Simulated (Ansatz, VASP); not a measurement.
**CdI2 in VASP and in Ansatz**

```
CELL_PARAMETERS angstrom
4.35010 0.00000 0.00000
-2.17505 3.76730 0.00000
0.00000 0.00000 6.85900
ATOMIC_POSITIONS crystal
Cd 0.00000 0.00000 0.00000
I 0.33333 0.66667 0.24920
I 0.66667 0.33333 0.75080
```

Change from the starting cell: strain +0.025 along x and y, +0.000 along z, atoms carried along.

Alike in both runs: task single point; functional PBE; dispersion D3(BJ); k mesh 9 × 9 × 4; occupations gaussian, width 0.05 eV; no spin polarisation.

|  | VASP | Ansatz |
| --- | --- | --- |
| version | VASP 6.6.1 | Ansatz 0.2.0 |
| potentials or method | VASP PAW PBE potentials, release 64 (Cd, I), cutoff 500 eV | scalar-relativistic, plane waves, PAW |
| valence electrons in the cell | 26 | 54 |

Ansatz gave:

| Item | Value |
| --- | --- |
| gap on the k mesh at the Fermi level (eV) | 2.28 |
| least direct gap on the mesh (eV) | 2.30 |
| pressure (GPa) | -1.3 |
| traceless stress, the component that is largest in VASP (GPa) | 0.50 |
| rms of the force components (eV/Å) | 0.041 |

Task: What did VASP give for the same quantities?

Result: gap on the k mesh at the Fermi level (eV): 2.27; least direct gap on the mesh (eV): 2.29; pressure (GPa): -1.2; traceless stress, the component that is largest in VASP (GPa): 0.49; rms of the force components (eV/Å): 0.032.

Atom by atom the forces differ by 0.008 eV/Å (rms over components). VASP's potentials hold 26 valence electrons a cell and Ansatz's 54, so a difference there can come from the potentials and not from the codes.

Neither program's run includes spin-orbit coupling.
